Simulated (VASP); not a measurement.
A run of VASP 6.6.1:

INCAR

```
ALGO     = Normal         # electronic algorithm
EDIFF    = 1E-6           # SCF threshold, eV
ENCUT    = 500            # plane-wave cutoff, eV
GGA      = PS             # functional
GGA_COMPAT= F            
ISIF     = 2              # what is computed and relaxed
ISMEAR   = 1              # smearing method
LASPH    = T              # aspherical terms in the spheres
LCHARG   = T              # write CHGCAR
LELF     = T              # ELF
LREAL    = F              # projectors in reciprocal space
LVHAR    = T            
LWAVE    = F              # write WAVECAR
NBANDS   = 17             # bands
NELM     = 120            # most SCF steps
PREC     = Accurate       # precision mode
SIGMA    = 0.0305         # smearing width, eV
```

Contents of KPOINTS:

```
k-points
0
Gamma
  6 6 6
```

Contents of POSCAR:

```
PbSe
1.0
    0.0000000000      3.0696893639      3.0696893639
    3.0696893639      0.0000000000      3.0696893639
    3.0696893639      3.0696893639      0.0000000000
Pb Se
1 1
Direct
    0.0000000000      0.0000000000      0.0000000000
    0.5000000000      0.5000000000      0.5000000000
```

Potentials or basis: VASP PAW PBE potentials, release 64 (Pb_d, Se).

Launch:

```sh
$ cat potpaw_PBE.64/Pb_d/POTCAR potpaw_PBE.64/Se/POTCAR > POTCAR
$ mpirun -np 1 vasp_std > vasp.out
```

Hardware: 1 thread of Intel(R) Xeon(R) 6975P-C (Granite Rapids), with other jobs on the host.

Problem. How long does it take, and how much memory?

Solution. Run time: 5.9 s on 1 thread of Intel(R) Xeon(R) 6975P-C (Granite Rapids) (shared host), peak memory 0.17 GiB. Counts: scf iterations 12, k points 16.
